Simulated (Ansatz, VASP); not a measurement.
## NaF in VASP and in Ansatz

```
Na F
1.0
     0.00000    2.32330    2.32330
     2.32330    0.00000    2.32330
     2.32330    2.32330    0.00000
Na F
1 1
Cartesian
  0.0000 0.0000 0.0000
  2.3233 2.3233 2.4733
```

Change from the starting cell: all F atoms moved +0.150 Å, as atom 2 along Cartesian [0 0 1].

Alike in both runs: task single point; functional PBEsol; k mesh 8 × 8 × 8; occupations gaussian, width 0.05 eV; no spin polarisation.

```csv
,VASP,Ansatz
version,VASP 6.6.1,Ansatz 0.2.0
potentials or method,"VASP PAW PBE potentials, release 64 (Na_pv, F), cutoff 520 eV","scalar-relativistic, plane waves, PAW"
valence electrons in the cell,14,16
```

|  | VASP | Ansatz | Ansatz less VASP |
| --- | --- | --- | --- |
| gap on the k mesh at the Fermi level (eV) | 6.12 | 6.14 | +0.022 |
| least direct gap on the mesh (eV) | 6.12 | 6.14 | +0.022 |
| pressure (GPa) | 0.1 | 0.1 | +0.07 |
| traceless stress, the component that is largest in VASP (GPa) | 1.70 | 1.62 | -0.079 |
| rms of the force components (eV/Å) | 0.216 | 0.206 | -0.0097 |

VASP's potentials were made for PBE, not for PBEsol. Atom by atom the forces differ by 0.010 eV/Å (rms over components). The functional is the same, so the differences come from potentials, cutoffs and numerics. VASP's potentials hold 14 valence electrons a cell and Ansatz's 16, so a difference there can come from the potentials and not from the codes.
